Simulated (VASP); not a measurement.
# Na (Fd-3m) in VASP: further runs, part 2 of 3

VASP 6.6.1. The steps go on from the part before.

**3. Single point, PBEsol (volume scaled by 0.58)**

INCAR

```
SYSTEM = Na
PREC = Accurate
ENCUT = 520
EDIFF = 1E-6
ISMEAR = -1
SIGMA = 0.08
LREAL = .FALSE.
LASPH = .TRUE.
NELM = 80
ALGO = Normal
ISIF = 2
LWAVE = .FALSE.
LCHARG = .FALSE.
GGA = PS
NBANDS = 14
```

KPOINTS

```
regular mesh
0
G
  9 9 9
  0 0 0
```

POSCAR

```
Na
1.0
    0.0000000000      3.1194872838      3.1194872838
    3.1194872838      0.0000000000      3.1194872838
    3.1194872838      3.1194872838      0.0000000000
Na
2
Direct
   -0.1250000000     -0.1250000000     -0.1250000000
    0.1250000000      0.1250000000      0.1250000000
```

Potentials or basis: VASP PAW PBE potentials, release 64 (Na_pv).

The run is started by

```sh
> cat potpaw_PBE.64/Na_pv/POTCAR > POTCAR
> mpirun -np 1 vasp_std > vasp.out
```

OUTCAR:

```text
SYSTEM = Na
   PREC = Accurate
   ENCUT = 520
   EDIFF = 1E-6
   ISMEAR = -1
   LREAL = .FALSE.
   LASPH = .TRUE.
   NELM = 80
   ISIF = 2
   GGA = PS

 ion  position               nearest neighbor table
   1  0.875  0.875  0.875-   2 2.70   2 2.70   2 2.70   2 2.70
   2  0.125  0.125  0.125-   1 2.70   1 2.70   1 2.70   1 2.70

  LATTYP: Found a face centered cubic cell.
 ALAT       =     6.2389745676

  Lattice vectors:

 A1 = (   0.0000000000,   3.1194872838,   3.1194872838)
 A2 = (   3.1194872838,   0.0000000000,   3.1194872838)
 A3 = (   3.1194872838,   3.1194872838,   0.0000000000)

Analysis of symmetry for initial positions (statically):
=====================================================================
 Subroutine PRICEL returns:
 Original cell was already a primitive cell.

 Routine SETGRP: Setting up the symmetry group for a
 face centered cubic supercell.

 Subroutine GETGRP returns: Found 48 space group operations
 (whereof 12 operations were pure point group operations)
 out of a pool of 48 trial point group operations.

The static configuration has the point symmetry D_3d.
 The point group associated with its full space group is O_h .

Analysis of symmetry for dynamics (positions and initial velocities):
=====================================================================
 Subroutine PRICEL returns:
 Original cell was already a primitive cell.

 Routine SETGRP: Setting up the symmetry group for a
 face centered cubic supercell.

 Subroutine GETGRP returns: Found 48 space group operations
 (whereof 12 operations were pure point group operations)
 out of a pool of 48 trial point group operations.

The dynamic configuration has the point symmetry D_3d.
 The point group associated with its full space group is O_h .

 Subroutine INISYM returns: Found 48 space group operations
 (whereof 12 operations are pure point group operations),
 and found     1 'primitive' translations

----------------------------------------------------------------------------------------

                                     Primitive cell

  volume of cell :      60.7127

  direct lattice vectors                    reciprocal lattice vectors
     0.000000000  3.119487284  3.119487284    -0.160282750  0.160282750  0.160282750
     3.119487284  0.000000000  3.119487284     0.160282750 -0.160282750  0.160282750
     3.119487284  3.119487284  0.000000000     0.160282750  0.160282750 -0.160282750

  length of vectors
     4.411621224  4.411621224  4.411621224     0.277617866  0.277617866  0.277617866

  position of ions in fractional coordinates (direct lattice)
     0.875000000  0.875000000  0.875000000
     0.125000000  0.125000000  0.125000000

  ion indices of the primitive-cell ions
   primitive index   ion index
                 1           1
                 2           2

----------------------------------------------------------------------------------------

 KPOINTS: regular mesh

Automatic generation of k-mesh.
 Grid dimensions read from file:
 generate k-points for:    9    9    9

 Generating k-lattice:

  Cartesian coordinates                     Fractional coordinates (reciprocal lattice)
    -0.017809194  0.017809194  0.017809194     0.111111111  0.000000000  0.000000000
     0.017809194 -0.017809194  0.017809194     0.000000000  0.111111111  0.000000000
     0.017809194  0.017809194 -0.017809194     0.000000000  0.000000000  0.111111111

  Length of vectors
     0.030846430  0.030846430  0.030846430

  Shift w.r.t. Gamma in fractional coordinates (k-lattice)
     0.000000000  0.000000000  0.000000000

 Subroutine IBZKPT returns following result:
 ===========================================

 Found     35 irreducible k-points:

 Following reciprocal coordinates:
            Coordinates               Weight
  0.000000  0.000000  0.000000      1.000000
  0.111111  0.000000  0.000000      8.000000
  0.222222  0.000000  0.000000      8.000000
  0.333333  0.000000  0.000000      8.000000
  0.444444  0.000000  0.000000      8.000000
  0.111111  0.111111  0.000000      6.000000
[... 16 lines left out ...]
 -0.333333  0.333333  0.000000     12.000000
  0.444444  0.444444  0.000000      6.000000
 [... further k-points ...]
   k-points           NKPTS =     35   k-points in BZ     NKDIM =     35   number of bands    NBANDS=     14
   number of dos      NEDOS =    301   number of ions     NIONS =      2
   total plane-waves  NPLWV =  46656
   dimension x,y,z NGX =    36 NGY =   36 NGZ =   36
   dimension x,y,z NGXF=    72 NGYF=   72 NGZF=   72
   ions per type =               2
   NGX,Y,Z   is equivalent  to a cutoff of  13.57, 13.57, 13.57 a.u.
   NGXF,Y,Z  is equivalent  to a cutoff of  27.13, 27.13, 27.13 a.u.
 SYSTEM =  Na
   PREC   = accura    normal or accurate (medium, high low for compatibility)
   ISTART =      0    job   : 0-new  1-cont  2-samecut
   ICHARG =      2    charge: 1-file 2-atom 10-const
   ISPIN  =      1    spin polarized calculation?
   LNONCOLLINEAR =      F non collinear calculations
   LSORBIT =      F    spin-orbit coupling
   LASPH  =      T    aspherical Exc in radial PAW
   ENCUT  =  520.0 eV  38.22 Ry    6.18 a.u.   8.20  8.20  8.20*2*pi/ulx,y,z
   NELM   =     80;   NELMIN=  2; NELMDL= -5     # of ELM steps
   EDIFF  = 0.1E-05   stopping-criterion for ELM
   LREAL  =      F    real-space projection
   EDIFFG = 0.1E-04   stopping-criterion for IOM
   NSW    =      0    number of steps for IOM
   IBRION =     -1    ionic relax: 0-MD 1-quasi-New 2-CG
   NFREE  =      0    steps in history (QN), initial steepest desc. (CG)
   ISIF   =      2    stress and relaxation
   ISYM   =      2    0-nonsym 1-usesym 2-fastsym
   POTIM  = 0.5000    time-step for ionic-motion
   TEBEG  =    0.0;   TEEND  =   0.0 temperature during run
   PSTRESS=    0.0 pullay stress
   NELECT =      14.0000    total number of electrons
   NUPDOWN=      -1.0000    fix difference up-down
   EMIN   =  10.00;   EMAX   =-10.00  energy-range for DOS
   EFERMI =   0.00;   METHOD = LEGACY
   ISMEAR =    -1;   SIGMA  =   0.08  broadening in eV -4-tet -1-fermi 0-gaus
   EFERMI_NEDOS =   21; number of points for ismear=-14 and -15
   IALGO  =     38    algorithm
   IMIX   =      4    mixing-type and parameters
     AMIX     =   0.40;   BMIX     =  1.00
     AMIX_MAG =   1.60;   BMIX_MAG =  1.00
  volume/ion in A,a.u.               =      30.36       204.85
  Fermi-wavevector in a.u.,A,eV,Ry     =   1.003901  1.897098 13.712190  1.007818
  Thomas-Fermi vector in A             =   2.136483
   LORBIT       =      0    0 simple, 1 ext, 2 COOP (PROOUT), +10 PAW based schemes
   GGA     = PS    functional components
   LHFCALC =     F    Hartree Fock is set to
   AEXX    =    0.0000 exact exchange contribution
   IVDW    =     0    specifies the selected vdW correction
   LEPSILON=     F    determine dielectric tensor
   LRPA    =     F    only Hartree local field effects (RPA)
 non-spin polarized calculation
  energy-cutoff  :      520.00
  volume of cell :       60.71
 maximum number of plane-waves:      1652
 NGX is ok and might be reduce to    36
   NGX = 17   NGY = 17   NGZ = 17

 number of electron      14.0000007 magnetization

 Free energy of the ion-electron system (eV)
  ---------------------------------------------------
  ext. energy  EPLUGINS =         0.00000000
  ---------------------------------------------------
  free energy    TOTEN  =        -1.69545394 eV

  energy without entropy =       -1.67829904  energy(sigma->0) =       -1.68687649

 E-fermi :   1.0514     XC(G=0):  -7.0357

 val. band max:        0.9335216203   @ k =  -0.4444   0.2222   0.0000
 cond. band min:       1.1105155386   @ k =  -0.3333   0.4444   0.2222
 fundamental gap:      0.1769939184
 Fermi energy:         1.0514272157

 k-point     1 :       0.0000    0.0000    0.0000
  band No.  band energies     occupation
      1     -24.5688      2.00000
      2     -24.5688      2.00000
      3     -24.5688      2.00000
      4     -24.3992      2.00000
      5     -24.3992      2.00000
      6     -24.3992      2.00000
      7      -2.7211      2.00000
      8       7.6998      0.00000
      9       7.6998      0.00000
     10       7.6998      0.00000
     11       7.8664      0.00000
     12       7.8664      0.00000
     13       7.8664      0.00000
     14      10.3182      0.00000
[... 375 lines left out ...]
 k-point    24 :       0.4444    0.4444    0.0000
  band No.  band energies     occupation
      1     -24.6134      2.00000
      2     -24.6134      2.00000
      3     -24.5041      2.00000
      4     -24.4751      2.00000
      5     -24.3579      2.00000
      6     -24.3579      2.00000
      7       0.3690      1.99961
      8       2.0234      0.00001
      9       4.5357      0.00000
     10       4.5357      0.00000
     11       5.2621      0.00000
     12       5.2695      0.00000
     13      13.3350      0.00000
     14      14.0962      0.00000

 [... further k-points ...]
[... 5 lines left out ...]
  --------------------------------------------------------------------------------------
  -------------------------------------------------------------------------------------
  Total        1.6634201      1.6634201      1.6634201     -0.0000000     -0.0000000     -0.0000000
  in kB       43.8968016     43.8968016     43.8968016     -0.0000000     -0.0000000     -0.0000000
  external PRESSURE =      43.8968016 kB  Pullay stress =       0.0000000 kB

 VOLUME and BASIS-vectors are now :
 -----------------------------------------------------------------------------
  energy-cutoff  :      520.00
  volume of cell :       60.71
      direct lattice vectors                 reciprocal lattice vectors
     0.000000000  3.119487284  3.119487284    -0.160282750  0.160282750  0.160282750
     3.119487284  0.000000000  3.119487284     0.160282750 -0.160282750  0.160282750
     3.119487284  3.119487284  0.000000000     0.160282750  0.160282750 -0.160282750

 POSITION                                       TOTAL-FORCE (eV/Angst)
 -----------------------------------------------------------------------------------
      5.45910      5.45910      5.45910         0.000000     -0.000000      0.000000
      0.77987      0.77987      0.77987        -0.000000      0.000000     -0.000000
 -----------------------------------------------------------------------------------
    total drift:                                0.000000      0.000000      0.000000

  FREE ENERGIE OF THE ION-ELECTRON SYSTEM (eV)
  ---------------------------------------------------
  free  energy   TOTEN  =        -1.6954539431 eV

  energy  without entropy=       -1.6782990372  energy(sigma->0) =       -1.68687649
```

stdout:

```text
POSCAR found type information on POSCAR Na
 POSCAR found :  1 types and       2 ions
 scaLAPACK will be used
 -----------------------------------------------------------------------------
|                                                                             |
|                                                                             |
|     You enforced a specific xc type in the INCAR file but a different       |
|     I HOPE YOU KNOW WHAT YOU ARE DOING!                                     |
|                                                                             |
 -----------------------------------------------------------------------------

 LDA part: xc-table for (Slater+PW92), standard interpolation
 POSCAR, INCAR and KPOINTS ok, starting setup
 FFT: planning ... GRIDC
 FFT: planning ... GRID_SOFT
 FFT: planning ... GRID
 WAVECAR not read
 entering main loop
```

It took 19 s on 1 thread of Intel Xeon Platinum 8375C at 2.90GHz (Ice Lake), shared host; peak memory 0.19 GiB.

Results:

| Item | Value |
| --- | --- |
| Free energy | -1.6955 eV |
| Pressure | 4.4 GPa |
| Band gap on the k mesh | zero (band 7 reaches 1.60 eV, above the bottom of band 8 at 0.56 eV) |

Caveat: the PAW data sets were made with another functional, which shifts forces and pressure a little.

**4. Single point, PBEsol (volume scaled by 0.58)**

INCAR

```
ALGO     = Normal         # electronic algorithm
EDIFF    = 1E-6           # SCF threshold, eV
ENCUT    = 520            # plane-wave cutoff, eV
GGA      = PS             # functional
ISIF     = 2              # what is computed and relaxed
ISMEAR   = -1             # smearing method
LASPH    = True           # aspherical terms in the spheres
LCHARG   = False          # write CHGCAR
LREAL    = False          # projectors in reciprocal space
LWAVE    = False          # write WAVECAR
NBANDS   = 14             # bands
NELM     = 100            # most SCF steps
PREC     = Accurate       # precision mode
SIGMA    = 0.08           # smearing width, eV
```

KPOINTS

```
k-points
0
Gamma
  9 9 9
```

POSCAR is that of step 3.

Potentials or basis: VASP PAW PBE potentials, release 64 (Na_pv).

The run is started by

```sh
> cat potpaw_PBE.64/Na_pv/POTCAR > POTCAR
> mpirun -np 1 vasp_std > vasp.out
```

OUTCAR:

```text
EDIFF = 1E-6
   ENCUT = 520
   GGA = PS
   ISIF = 2
   ISMEAR = -1
   LASPH = True
   LREAL = False
   NELM = 100
   PREC = Accurate

 ion  position               nearest neighbor table
   1  0.875  0.875  0.875-   2 2.70   2 2.70   2 2.70   2 2.70
   2  0.125  0.125  0.125-   1 2.70   1 2.70   1 2.70   1 2.70

  LATTYP: Found a face centered cubic cell.
 ALAT       =     6.2389745676

  Lattice vectors:

 A1 = (   0.0000000000,   3.1194872838,   3.1194872838)
[... 585 lines left out ...]
      7       0.3690      1.99961
      8       2.0234      0.00001
      9       4.5357      0.00000
     10       4.5357      0.00000
     11       5.2621      0.00000
     12       5.2695      0.00000
     13      13.3350      0.00000
     14      14.0962      0.00000

 [... further k-points ...]
[... 5 lines left out ...]
  --------------------------------------------------------------------------------------
  -------------------------------------------------------------------------------------
  Total        1.6634201      1.6634201      1.6634201     -0.0000000     -0.0000000     -0.0000000
  in kB       43.8968016     43.8968016     43.8968016     -0.0000000     -0.0000000     -0.0000000
  external PRESSURE =      43.8968016 kB  Pullay stress =       0.0000000 kB

 VOLUME and BASIS-vectors are now :
 -----------------------------------------------------------------------------
  energy-cutoff  :      520.00
  volume of cell :       60.71
      direct lattice vectors                 reciprocal lattice vectors
     0.000000000  3.119487284  3.119487284    -0.160282750  0.160282750  0.160282750
     3.119487284  0.000000000  3.119487284     0.160282750 -0.160282750  0.160282750
     3.119487284  3.119487284  0.000000000     0.160282750  0.160282750 -0.160282750

 POSITION                                       TOTAL-FORCE (eV/Angst)
 -----------------------------------------------------------------------------------
      5.45910      5.45910      5.45910         0.000000     -0.000000      0.000000
      0.77987      0.77987      0.77987        -0.000000      0.000000     -0.000000
 -----------------------------------------------------------------------------------
    total drift:                                0.000000      0.000000      0.000000

  FREE ENERGIE OF THE ION-ELECTRON SYSTEM (eV)
  ---------------------------------------------------
  free  energy   TOTEN  =        -1.6954539431 eV

  energy  without entropy=       -1.6782990372  energy(sigma->0) =       -1.68687649
```

OSZICAR:

```text
N       E                     dE             d eps       ncg     rms          rms(c)
DAV:   1     0.106269384820E+03    0.10627E+03   -0.78621E+03   980   0.104E+03
DAV:   2     0.242067138520E+01   -0.10385E+03   -0.10247E+03  1022   0.296E+02
DAV:   3    -0.166748026916E+01   -0.40882E+01   -0.40845E+01  1190   0.654E+01
DAV:   4    -0.172327166765E+01   -0.55791E-01   -0.55789E-01  1142   0.838E+00
DAV:   5    -0.172445109490E+01   -0.11794E-02   -0.11794E-02  1256   0.120E+00    0.530E-01
DAV:   6    -0.170611349602E+01    0.18338E-01   -0.98254E-03  1544   0.154E+00    0.304E-01
DAV:   7    -0.169581449197E+01    0.10299E-01   -0.11733E-02  1552   0.131E+00    0.741E-02
DAV:   8    -0.169545177677E+01    0.36272E-03   -0.12543E-03  1238   0.580E-01    0.512E-03
DAV:   9    -0.169545356689E+01   -0.17901E-05   -0.13161E-05  1220   0.348E-02    0.309E-03
DAV:  10    -0.169545394312E+01   -0.37623E-06   -0.45028E-07   844   0.805E-03
   1 F= -.16954539E+01 E0= -.16868765E+01  d E =-.171549E-01
```

stdout:

```text
POSCAR found type information on POSCAR Na
 POSCAR found :  1 types and       2 ions
 scaLAPACK will be used
 -----------------------------------------------------------------------------
|                                                                             |
|                                                                             |
|     You enforced a specific xc type in the INCAR file but a different       |
|     I HOPE YOU KNOW WHAT YOU ARE DOING!                                     |
|                                                                             |
 -----------------------------------------------------------------------------

 LDA part: xc-table for (Slater+PW92), standard interpolation
 POSCAR, INCAR and KPOINTS ok, starting setup
 FFT: planning ... GRIDC
 FFT: planning ... GRID_SOFT
 FFT: planning ... GRID
 WAVECAR not read
 entering main loop
```

Run time: 17 s. Hardware: 1 thread of Intel Xeon Platinum 8375C at 2.90GHz (Ice Lake), shared host; peak memory 0.19 GiB.

Results:

* Free energy: -1.6955 eV
* Pressure: 4.4 GPa
* Band gap on the k mesh: zero (band 7 reaches 1.60 eV, above the bottom of band 8 at 0.56 eV)

Levels at points of the mesh, in eV from the Fermi level:
| k point | band 5 | band 6 | band 7 | band 8 | band 9 | band 10 |
| --- | --- | --- | --- | --- | --- | --- |
| (0.00, 0.00, 0.00) | -25.45 | -25.45 | -3.77 | 6.65 | 6.65 | 6.65 |

Caveat: the PAW data sets were made with another functional, which shifts forces and pressure a little.

[end of part 2 of 3]
